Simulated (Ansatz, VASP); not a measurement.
**Two plane-wave programs on In3As**

```
In As
1.0
     3.61759    0.00000    0.00000
     0.00000    3.61759    0.00000
     0.00000    0.00000    8.91576
In As
3 1
Direct
  0.50000 0.50000 0.20619
  0.50000 0.50000 0.79381
  0.00000 0.00000 0.00000
  0.50000 0.50000 0.50000
```

Alike in both runs: task relaxation of cell and atoms; functional PBE; k mesh 6 × 6 × 2; occupations gaussian, width 0.1 eV; no spin polarisation.

|  | VASP | Ansatz |
| --- | --- | --- |
| version | VASP 6.6.1 | Ansatz 0.2.0 |
| potentials or method | VASP PAW PBE potentials, release 64 (In_d, As), cutoff 600 eV | scalar-relativistic, plane waves, PAW |
| valence electrons in the cell | 44 | 54 |

Ansatz gave:

```
gap on the k mesh at the Fermi level, each at its own relaxed structure (eV) : none
relaxed volume (Å³/atom)                                                     : 26.20
relaxed cell length with the largest relative difference (Å)                 : 11.383
```

Problem. Which values does VASP return?

Solution. gap on the k mesh at the Fermi level, each at its own relaxed structure (eV): none; relaxed volume (Å³/atom): 26.24; relaxed cell length with the largest relative difference (Å): 11.393.

A gap of «none» marks a metal or a gap that the smearing closes. VASP's potentials hold 44 valence electrons a cell and Ansatz's 54, so a difference there can come from the potentials and not from the codes.
